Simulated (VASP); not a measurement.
# NiO in VASP: further runs

The runs below take NiO through relaxation of cell and atoms, relaxation of shape and atoms at fixed volume, with PBE.

All numbers are computed with VASP 6.6.1; they aren't measurements. Logs are shortened: lines on timing, memory, paths and dates and some standing lists are left out, and cuts for length are marked.

**1. The cell of the first run**

It takes space group R-3m (No. 166, trigonal). Conventional cell: a = 2.876 Å, b = 2.876 Å, c = 6.992 Å, α = 90.00°, β = 90.00°, γ = 120.00°. Within 2.7 Å of Ni (site symmetry -3m) lie 6 O at 2.03 Å. O (site symmetry -3m) has 6 Ni at 2.03 Å within 2.7 Å.

**2. Relaxation of cell and atoms, PBE**

INCAR reads:

```
PREC = Accurate
ENCUT = 600
EDIFF = 1E-6
ISMEAR = 0
SIGMA = 0.05
LREAL = F
LASPH = T
NELM = 80
ALGO = Normal
ISIF = 3
LWAVE = F
LCHARG = F
GGA = PE
IBRION = 2
NSW = 80
EDIFFG = -0.01
```

KPOINTS reads:

```
regular mesh
0
Gamma
  14 14 14
```

POSCAR reads:

```
NiO
1.0
    1.4381403700      0.8303107300      2.3308059600
   -1.4381403700      0.8303107300      2.3308059600
    0.0000000000     -1.6606214600      2.3308059600
Ni O
1 1
Direct
    1.0000000000      0.0000000000      0.0000000000
    0.5000000000      0.5000000000      0.5000000000
```

Potentials or basis: VASP PAW PBE potentials, release 64 (Ni, O).

Command:

```bash
> cat potpaw_PBE.64/Ni/POTCAR potpaw_PBE.64/O/POTCAR > POTCAR
> mpirun -np 1 vasp_std > vasp.out
```

OUTCAR:

```text
PREC = Accurate
   ENCUT = 600
   EDIFF = 1E-6
   ISMEAR = 0
   LREAL = F
   LASPH = T
   NELM = 80
   ISIF = 3
   GGA = PE
   IBRION = 2
   NSW = 80
   EDIFFG = -0.01

 ion  position               nearest neighbor table
   1  0.000  0.000  0.000-   2 2.03   2 2.03   2 2.03   2 2.03   2 2.03   2 2.03
   2  0.500  0.500  0.500-   1 2.03   1 2.03   1 2.03   1 2.03   1 2.03   1 2.03

  LATTYP: Found a trigonal (rhomboedric) cell.
 ALAT       =     2.8618735219
 COS(alpha) =     0.4949531374

  Lattice vectors:

 A1 = (   1.4381403700,   0.8303107300,   2.3308059600)
 A2 = (  -1.4381403700,   0.8303107300,   2.3308059600)
 A3 = (   0.0000000000,  -1.6606214600,   2.3308059600)

Analysis of symmetry for initial positions (statically):
=====================================================================
 Subroutine PRICEL returns:
 Original cell was already a primitive cell.

 Routine SETGRP: Setting up the symmetry group for a
 trigonal (rhombohedral) supercell.

 Subroutine GETGRP returns: Found 12 space group operations
 (whereof 12 operations were pure point group operations)
 out of a pool of 12 trial point group operations.

The static configuration has the point symmetry D_3d.

Analysis of symmetry for dynamics (positions and initial velocities):
=====================================================================
 Subroutine PRICEL returns:
 Original cell was already a primitive cell.

 Routine SETGRP: Setting up the symmetry group for a
 trigonal (rhombohedral) supercell.

 Subroutine GETGRP returns: Found 12 space group operations
 (whereof 12 operations were pure point group operations)
 out of a pool of 12 trial point group operations.

The dynamic configuration has the point symmetry D_3d.

 Subroutine INISYM returns: Found 12 space group operations
 (whereof 12 operations are pure point group operations),
 and found     1 'primitive' translations

----------------------------------------------------------------------------------------

                                     Primitive cell

  volume of cell :      16.6993

  direct lattice vectors                    reciprocal lattice vectors
     1.438140370  0.830310730  2.330805960     0.347671208  0.200728066  0.143012048
    -1.438140370  0.830310730  2.330805960    -0.347671208  0.200728066  0.143012048
     0.000000000 -1.660621460  2.330805960     0.000000000 -0.401456131  0.143012048

  length of vectors
     2.861873522  2.861873522  2.861873522     0.426168360  0.426168360  0.426168360

  position of ions in fractional coordinates (direct lattice)
     0.000000000  0.000000000  0.000000000
     0.500000000  0.500000000  0.500000000

  ion indices of the primitive-cell ions
   primitive index   ion index
                 1           1
                 2           2

----------------------------------------------------------------------------------------

 KPOINTS: regular mesh

Automatic generation of k-mesh.
 Grid dimensions read from file:
 generate k-points for:   14   14   14

 Generating k-lattice:

  Cartesian coordinates                     Fractional coordinates (reciprocal lattice)
     0.024833658  0.014337719  0.010215146     0.071428571  0.000000000  0.000000000
    -0.024833658  0.014337719  0.010215146     0.000000000  0.071428571  0.000000000
     0.000000000 -0.028675438  0.010215146     0.000000000  0.000000000  0.071428571

  Length of vectors
     0.030440597  0.030440597  0.030440597

  Shift w.r.t. Gamma in fractional coordinates (k-lattice)
     0.000000000  0.000000000  0.000000000

 Subroutine IBZKPT returns following result:
 ===========================================

 Found    288 irreducible k-points:

 Following reciprocal coordinates:
            Coordinates               Weight
  0.000000  0.000000  0.000000      1.000000
  0.071429  0.000000 -0.000000      6.000000
  0.142857  0.000000  0.000000      6.000000
  0.214286  0.000000  0.000000      6.000000
  0.285714  0.000000  0.000000      6.000000
  0.357143 -0.000000  0.000000      6.000000
[... 16 lines left out ...]
  0.214286  0.142857  0.000000     12.000000
  0.285714  0.142857 -0.000000     12.000000
 [... further k-points ...]
   k-points           NKPTS =    288   k-points in BZ     NKDIM =    288   number of bands    NBANDS=     12
   number of dos      NEDOS =    301   number of ions     NIONS =      2
   total plane-waves  NPLWV =  13824
   dimension x,y,z NGX =    24 NGY =   24 NGZ =   24
   dimension x,y,z NGXF=    48 NGYF=   48 NGZF=   48
   ions per type =               1   1
   NGX,Y,Z   is equivalent  to a cutoff of  13.94, 13.94, 13.94 a.u.
   NGXF,Y,Z  is equivalent  to a cutoff of  27.88, 27.88, 27.88 a.u.
 SYSTEM =  unknown system
   PREC   = accura    normal or accurate (medium, high low for compatibility)
   ISTART =      0    job   : 0-new  1-cont  2-samecut
   ICHARG =      2    charge: 1-file 2-atom 10-const
   ISPIN  =      1    spin polarized calculation?
   LNONCOLLINEAR =      F non collinear calculations
   LSORBIT =      F    spin-orbit coupling
   LASPH  =      T    aspherical Exc in radial PAW
   ENCUT  =  600.0 eV  44.10 Ry    6.64 a.u.   5.72  5.72  5.72*2*pi/ulx,y,z
   NELM   =     80;   NELMIN=  2; NELMDL= -5     # of ELM steps
   EDIFF  = 0.1E-05   stopping-criterion for ELM
   LREAL  =      F    real-space projection
   EDIFFG = -.1E-01   stopping-criterion for IOM
   NSW    =     80    number of steps for IOM
   IBRION =      2    ionic relax: 0-MD 1-quasi-New 2-CG
   NFREE  =      1    steps in history (QN), initial steepest desc. (CG)
   ISIF   =      3    stress and relaxation
   ISYM   =      2    0-nonsym 1-usesym 2-fastsym
   POTIM  = 0.5000    time-step for ionic-motion
   TEBEG  =    0.0;   TEEND  =   0.0 temperature during run
   PSTRESS=    0.0 pullay stress
   NELECT =      16.0000    total number of electrons
   NUPDOWN=      -1.0000    fix difference up-down
   EMIN   =  10.00;   EMAX   =-10.00  energy-range for DOS
   EFERMI =   0.00;   METHOD = LEGACY
   ISMEAR =     0;   SIGMA  =   0.05  broadening in eV -4-tet -1-fermi 0-gaus
   EFERMI_NEDOS =   21; number of points for ismear=-14 and -15
   IALGO  =     38    algorithm
   IMIX   =      4    mixing-type and parameters
     AMIX     =   0.40;   BMIX     =  1.00
     AMIX_MAG =   1.60;   BMIX_MAG =  1.00
  volume/ion in A,a.u.               =       8.35        56.35
  Fermi-wavevector in a.u.,A,eV,Ry     =   1.613919  3.049865 35.439564  2.604734
  Thomas-Fermi vector in A             =   2.708911
   LORBIT       =      0    0 simple, 1 ext, 2 COOP (PROOUT), +10 PAW based schemes
   GGA     = PE    functional components
   LHFCALC =     F    Hartree Fock is set to
   AEXX    =    0.0000 exact exchange contribution
   IVDW    =     0    specifies the selected vdW correction
   LEPSILON=     F    determine dielectric tensor
   LRPA    =     F    only Hartree local field effects (RPA)
 conjugate gradient relaxation of ions
 non-spin polarized calculation
 Gauss-broadening in eV      SIGMA  =   0.05
  energy-cutoff  :      600.00
  volume of cell :       16.70
 maximum number of plane-waves:       568
   NGX = 11   NGY = 11   NGZ = 11

--------------------------------------- Ionic step        1  -------------------------------------------

 number of electron      16.0000002 magnetization

 Free energy of the ion-electron system (eV)
  ---------------------------------------------------
  ext. energy  EPLUGINS =         0.00000000
  ---------------------------------------------------
  free energy    TOTEN  =       -11.31061426 eV

  energy without entropy =      -11.30753910  energy(sigma->0) =      -11.30907668

------------------------ aborting loop because EDIFF is reached ----------------------------------------

  FORCE on cell =-STRESS in cart. coord.  units (eV):
  Direction    XX          YY          ZZ          XY          YZ          ZX
  --------------------------------------------------------------------------------------
  -------------------------------------------------------------------------------------
  Total        1.8779520      1.8779520      1.9311098     -0.0000000      0.0000000      0.0000000
  in kB      180.1755132    180.1755133    185.2756122     -0.0000000      0.0000000      0.0000000
  external PRESSURE =     181.8755462 kB  Pullay stress =       0.0000000 kB
[... 89 lines left out ...]
  FREE ENERGIE OF THE ION-ELECTRON SYSTEM (eV)
  ---------------------------------------------------
  free  energy   TOTEN  =       -11.3786324899 eV

  energy  without entropy=      -11.3754862559  energy(sigma->0) =      -11.37705937

[... ionic steps 4 to 8 ...]

--------------------------------------- Ionic step        9  -------------------------------------------

 number of electron      15.9999996 magnetization

------------------------ aborting loop because EDIFF is reached ----------------------------------------

  FORCE on cell =-STRESS in cart. coord.  units (eV):
  Direction    XX          YY          ZZ          XY          YZ          ZX
  --------------------------------------------------------------------------------------
  -------------------------------------------------------------------------------------
  Total       -0.0310579     -0.0310579      0.0152893     -0.0000000     -0.0000000      0.0000000
  in kB       -2.7647244     -2.7647244      1.3610286     -0.0000000     -0.0000000      0.0000000
  external PRESSURE =      -1.3894734 kB  Pullay stress =       0.0000000 kB
[... 57 lines left out ...]
  energy  without entropy=      -11.3755850150  energy(sigma->0) =      -11.37716060

--------------------------------------- Ionic step       11  -------------------------------------------

 number of electron      15.9999996 magnetization

 Free energy of the ion-electron system (eV)
  ---------------------------------------------------
  ext. energy  EPLUGINS =         0.00000000
  ---------------------------------------------------
  free energy    TOTEN  =       -11.37877706 eV

  energy without entropy =      -11.37562409  energy(sigma->0) =      -11.37720057

 E-fermi :   8.0118     XC(G=0): -12.7567

 val. band max:        8.0117339436   @ k =  -0.3571   0.2857   0.1429
 cond. band min:       8.0118387566   @ k =  -0.1429   0.5000   0.1429
 fundamental gap:      0.0001048130
 Fermi energy:         8.0117916916

 k-point     1 :       0.0000    0.0000    0.0000
  band No.  band energies     occupation
      1     -12.5143      2.00000
      2       4.8903      2.00000
      3       4.8903      2.00000
      4       4.8914      2.00000
      5       6.1515      2.00000
      6       6.1515      2.00000
      7       6.1523      2.00000
      8       6.4841      2.00000
      9       6.4841      2.00000
     10       9.7541      0.00000
     11      25.9369      0.00000
     12      27.2440      0.00000
[... 331 lines left out ...]
 k-point    24 :       0.2857    0.1429   -0.0000
  band No.  band energies     occupation
      1     -11.7951      2.00000
      2       1.6783      2.00000
      3       3.3743      2.00000
      4       3.6271      2.00000
      5       6.1056      2.00000
      6       6.7710      2.00000
      7       7.0292      2.00000
      8       7.5320      2.00000
      9       8.2036      0.00000
     10      13.1883      0.00000
     11      20.7812      0.00000
     12      22.7273      0.00000

 [... further k-points ...]
[... 5 lines left out ...]
  --------------------------------------------------------------------------------------
  -------------------------------------------------------------------------------------
  Total       -0.0096706     -0.0096706     -0.0076611      0.0000000     -0.0000000      0.0000000
  in kB       -0.8610503     -0.8610503     -0.6821268      0.0000000     -0.0000000      0.0000000
  external PRESSURE =      -0.8014091 kB  Pullay stress =       0.0000000 kB
[... 17 lines left out ...]
  FREE ENERGIE OF THE ION-ELECTRON SYSTEM (eV)
  ---------------------------------------------------
  free  energy   TOTEN  =       -11.3787770607 eV

  energy  without entropy=      -11.3756240854  energy(sigma->0) =      -11.37720057

 reached required accuracy - stopping structural energy minimisation
```

Wall time 1.9 min (1 thread of Intel Xeon 6975P-C (Granite Rapids), shared host); peak memory 0.21 GiB.

What came out:

```yaml
Free_energy: -11.3788 eV
Relaxed_volume: 9.00 Å³/atom
Relaxed_cell: a = 2.941 Å, b = 2.941 Å, c = 2.941 Å, α = 60.01°, β = 60.01°, γ = 60.01°
Space_group_after_relaxing_to_0.1_Å: Fm-3m (No. 225)
Energy_gained_by_relaxing: 34.1 meV/atom
Ionic_steps: 11
Pressure_after_relaxing: -0.1 GPa
Band_gap_on_the_k_mesh: zero (bands 8 and 9 overlap by 2.87 eV)
```

The path:
```csv
step,energy change (eV),largest force (eV/Å),pressure (GPa),volume (Å³)
1,0.0000,0.0000,18.19,16.70
2,-0.0289,0.0000,-10.55,19.10
3,-0.0680,0.0000,0.01,17.99
4,-0.0680,0.0000,-0.33,18.02
5,-0.0681,0.0000,0.15,17.97
6,-0.0681,0.0000,0.36,17.97
7,-0.0681,0.0000,-0.35,18.02
8,-0.0681,0.0000,-0.07,17.99
9,-0.0681,0.0000,-0.14,18.00
10,-0.0681,0.0000,-0.09,18.00
11,-0.0682,0.0000,-0.08,17.99
```

Final structure:
```xyz
2
Lattice="1.4708 0.8491 2.4014 -1.4708 0.8491 2.4014 0.0000 -1.6983 2.4014" Properties=species:S:1:pos:R:3 pbc="T T T"
Ni   -1.4708    0.8491    2.4014
O     0.0000    0.0000    3.6020
```

Caveat: the run has no spin polarisation, though such a crystal can be magnetic; semilocal functionals often make such compounds metallic where correlation or magnetic order opens a gap, which also shifts bond lengths.

**3. Relaxation of shape and atoms at fixed volume, PBE (8.63 Å³/atom)**

This run uses another cell than the first one, of 8.63 Å³/atom.

INCAR reads:

```
PREC = Accurate
ENCUT = 600
EDIFF = 1E-7
ISMEAR = 0
SIGMA = 0.05
LREAL = False
LASPH = True
NELM = 80
ALGO = Normal
ISIF = 4
LWAVE = False
LCHARG = False
GGA = PE
IBRION = 2
NSW = 60
EDIFFG = -0.01
```

KPOINTS reads:

```
Automatic mesh
0
Gamma
  14 14 14
```

POSCAR reads:

```
NiO
1.0
    1.4506443566      0.8375299098      2.3688792794
   -1.4506443566      0.8375299098      2.3688792794
    0.0000000000     -1.6750598196      2.3688792794
Ni O
1 1
Direct
    1.0000000000      0.0000000000      0.0000000000
    0.5000000000      0.5000000000      0.5000000000
```

Potentials or basis: VASP PAW PBE potentials, release 64 (Ni, O).

Command:

```bash
> cat potpaw_PBE.64/Ni/POTCAR potpaw_PBE.64/O/POTCAR > POTCAR
> mpirun -np 1 vasp_std > vasp.out
```

Wall time 8.9 s (1 thread of Intel Xeon 6975P-C (Granite Rapids), shared host); peak memory 0.16 GiB.

The run converged. Its results:

```yaml
Free_energy: -11.3603 eV
Pressure_after_relaxing: 9.2 GPa
Band_gap_on_the_k_mesh: zero (bands 8 and 9 overlap by 3.05 eV)
```

Final structure:
```xyz
2
Lattice="1.4506 0.8375 2.3689 -1.4506 0.8375 2.3689 0.0000 -1.6751 2.3689" Properties=species:S:1:pos:R:3 pbc="T T T"
Ni    0.0000    0.0000    0.0000
O     0.0000    0.0000    3.5533
```

Levels at points of the mesh, in eV from the Fermi level:
```tsv
k point	band 5	band 6	band 7	band 8	band 9	band 10	band 11	band 12
(0.00, 0.00, 0.00)	-2.01	-2.01	-2.01	-1.64	-1.64	1.96	18.03	19.53
(0.50, 0.00, 0.00)	-1.10	-1.10	-0.69	1.41	1.41	5.79	10.60	14.56
(0.50, 0.50, 0.00)	-3.08	-1.21	-0.81	-0.81	-0.58	6.79	10.92	12.72
```

Caveat: the relaxation stopped at its first step, so nothing moved; the run has no spin polarisation, though such a crystal can be magnetic; semilocal functionals often make such compounds metallic where correlation or magnetic order opens a gap, which also shifts bond lengths.

**4. Relaxation of shape and atoms at fixed volume, PBE (8.81 Å³/atom)**

This run uses another cell than the first one, of 8.81 Å³/atom.

INCAR reads:

```
SYSTEM = NiO
  PREC = Accurate
  ENCUT = 600
  EDIFF = 1E-7
  ISMEAR = 0
  SIGMA = 0.05
  LREAL = .False.
  LASPH = .True.
  NELM = 60
  ALGO = Normal
  ISIF = 4
  LWAVE = .False.
  LCHARG = .False.
  GGA = PE
  IBRION = 2
  NSW = 60
  EDIFFG = -0.01
```

KPOINTS reads:

```
Automatic mesh
0
Gamma
  14 14 14
  0 0 0
```

POSCAR reads:

```
NiO
1.0
    1.4606491166      0.8433061606      2.3852168942
   -1.4606491166      0.8433061606      2.3852168942
    0.0000000000     -1.6866123213      2.3852168942
Ni O
1 1
Direct
    1.0000000000      0.0000000000      0.0000000000
    0.5000000000      0.5000000000      0.5000000000
```

Command:

```bash
> cat potpaw_PBE.64/Ni/POTCAR potpaw_PBE.64/O/POTCAR > POTCAR
> mpirun -np 1 vasp_std > vasp.out
```

It took 10 s on 1 thread of Intel Xeon 6975P-C (Granite Rapids), shared host; peak memory 0.15 GiB.

Results (log left out):

```
Free energy             : -11.3763 eV
Pressure after relaxing : 4.3 GPa
Band gap on the k mesh  : zero (bands 8 and 9 overlap by 2.96 eV)
```

Final structure:
```yaml
crystal:
  lattice:
    - [1.46065, 0.84331, 2.38522]
    - [-1.46065, 0.84331, 2.38522]
    - [0.00000, -1.68661, 2.38522]
  atoms:
    - { symbol: Ni, position: [0.00000, 0.00000, 0.00000] }
    - { symbol: O, position: [0.50000, 0.50000, 0.50000] }
```

Levels at points of the mesh, in eV from the Fermi level:
| k point | band 6 | band 7 | band 8 | band 9 | band 10 | band 11 |
| --- | --- | --- | --- | --- | --- | --- |
| (0.00, 0.00, 0.00) | -1.93 | -1.93 | -1.58 | -1.58 | 1.85 | 17.98 |
| (0.50, 0.00, 0.00) | -1.06 | -0.67 | 1.38 | 1.38 | 5.76 | 10.41 |
| (0.50, 0.50, 0.00) | -1.17 | -0.78 | -0.78 | -0.59 | 6.66 | 10.80 |

Caveat: the relaxation stopped at its first step, so nothing moved; the run has no spin polarisation, though such a crystal can be magnetic; semilocal functionals often make such compounds metallic where correlation or magnetic order opens a gap, which also shifts bond lengths. With open d or f shells a metallic result of PBE can be an artefact of self-interaction; +U or a hybrid may open a gap.

[end of part 1 of 2]
